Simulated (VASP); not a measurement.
The system is AlNi.

```
CELL_PARAMETERS angstrom
2.30068 -1.39468 0.00000
2.30068 1.39468 0.00000
-1.35645 0.00000 3.88084
ATOMIC_POSITIONS crystal
Al 0.00000 0.00000 0.00000
Ni 0.50000 0.50000 0.50000
```

```yaml
Program: VASP 6.6.1
Task: relaxation of cell and atoms
Functional: PBE
Potentials_or_basis: VASP PAW PBE potentials, release 64 (Al, Ni)
Cutoff: 600 eV
k_mesh: 24 × 24 × 14
Occupations: gaussian, width 0.1 eV
Spin: no spin polarisation
```

At the start: pressure 1.9 GPa; volume 12.45 Å³/atom.

Q: How do energy, volume and symmetry change on relaxing?

A: Over 9 steps the energy falls by 4.5 meV/atom and the volume is 12.61 Å³/atom (+1.3 %); space group C2/m (No. 12, to 0.1 Å) before, R-3m (No. 166, to 0.1 Å).

The path:
```
step  energy change (eV)  largest force (eV/Å)  pressure (GPa)  volume (Å³)
   1              0.0000                0.0000            1.88        24.90
   2             -0.0023                0.0000           -1.16        25.43
   3             -0.0027                0.0000           -0.36        25.29
   4             -0.0040                0.0000           -0.33        25.29
   5             -0.0071                0.0000           -0.21        25.28
   6             -0.0060                0.0000            0.21        25.23
   7             -0.0082                0.0000           -0.09        25.26
   8             -0.0089                0.0000           -0.02        25.22
   9             -0.0090                0.0000           -0.01        25.23
```

Final structure:
```yaml
crystal:
  lattice:
    - [2.36750, -1.36556, -0.05551]
    - [2.36750, 1.36556, -0.05551]
    - [-1.48876, 0.00000, 3.93642]
  atoms:
    - { symbol: Al, position: [0.00000, 0.00000, 0.00000] }
    - { symbol: Ni, position: [0.50000, 0.50000, 0.50000] }
```
